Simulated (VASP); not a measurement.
Wanted: the native input for a VASP 6.6.1 run.

```
Task                   : single point
Functional             : PBE
Potentials or basis    : VASP PAW PBE potentials, release 64 (K_sv, Ti_sv)
Cutoff                 : 520 eV
k mesh                 : 6 × 6 × 6
Occupations            : gaussian, width 0.1 eV
Spin                   : no spin polarisation
Dipole correction      : no
Further INCAR settings : ALGO = Normal; EDIFF = 1e-06; NBANDS = 24
```

The structure of KTi2 lies in POSCAR:

```
KTi2
1.0
    0.0000000000      3.4340201333      3.4340201333
    3.4340201333      0.0000000000      3.4340201333
    3.4340201333      3.4340201333      0.0000000000
K Ti
1 2
Direct
    0.0000000000      0.0000000000      0.0000000000
    0.2500000000      0.2500000000      0.2500000000
    0.7500000000      0.7500000000      0.7500000000
```

One way to write it, as run:

INCAR

```
ALGO = Normal
EDIFF = 1E-6
ENCUT = 520
GGA = PE
ISIF = 2
ISMEAR = 0
LASPH = T
LCHARG = T
LELF = T
LREAL = F
LVHAR = T
LWAVE = F
NBANDS = 24
NELM = 80
PREC = Accurate
SIGMA = 0.1
```

KPOINTS

```
k-points
0
Gamma
  6 6 6
```

Potentials or basis: VASP PAW PBE potentials, release 64 (K_sv, Ti_sv).

Command:

```console
$ cat potpaw_PBE.64/K_sv/POTCAR potpaw_PBE.64/Ti_sv/POTCAR > POTCAR
$ mpirun -np 1 vasp_std > vasp.out
```

It gave:

```yaml
Pressure: 0.2 GPa
Band_gap_on_the_k_mesh: zero (an odd number of electrons rules out a gap without spin polarisation)
```

Run time: 23 s on 1 thread of Intel(R) Xeon(R) 6975P-C (Granite Rapids), on a shared host, peak memory 0.2 GiB.
